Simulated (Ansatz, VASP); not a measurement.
**BAs in VASP and in Ansatz**

```xyz
2
Lattice="0.0000 2.4077 2.3715 2.4077 0.0000 2.3715 2.4077 2.4077 0.0000" Properties=species:S:1:pos:R:3 pbc="T T T"
B     0.0000    0.0000    0.0000
As    1.2039    1.2039    1.1857
```

Change from the starting cell: strained cell.

Alike in both runs: functional PBEsol; k mesh 8 × 8 × 8; occupations gaussian, width 0.02 eV; no spin polarisation.

Ansatz relaxed the structure, and its values are those at the end. VASP's run is a single point on that final structure, the one shown.

|  | VASP | Ansatz |
| --- | --- | --- |
| version | VASP 6.6.1 | Ansatz 0.2.0 |
| potentials or method | VASP PAW PBE potentials, release 64 (B, As), cutoff 500 eV | scalar-relativistic, plane waves, PAW |
| valence electrons in the cell | 8 | 18 |

```tsv
	VASP	Ansatz	Ansatz less VASP
gap on the k mesh at the Fermi level (eV)	0.87	0.88	+0.009
least direct gap on the mesh (eV)	3.07	3.07	+0.003
pressure (GPa)	-1.2	-2.0	-0.84
```

VASP's potentials were made for PBE, not for PBEsol, and Ansatz warns of the same on its side. VASP's potentials hold 8 valence electrons a cell and Ansatz's 18, so a difference there can come from the potentials and not from the codes. Ansatz's warnings: stress scf threshold loose.
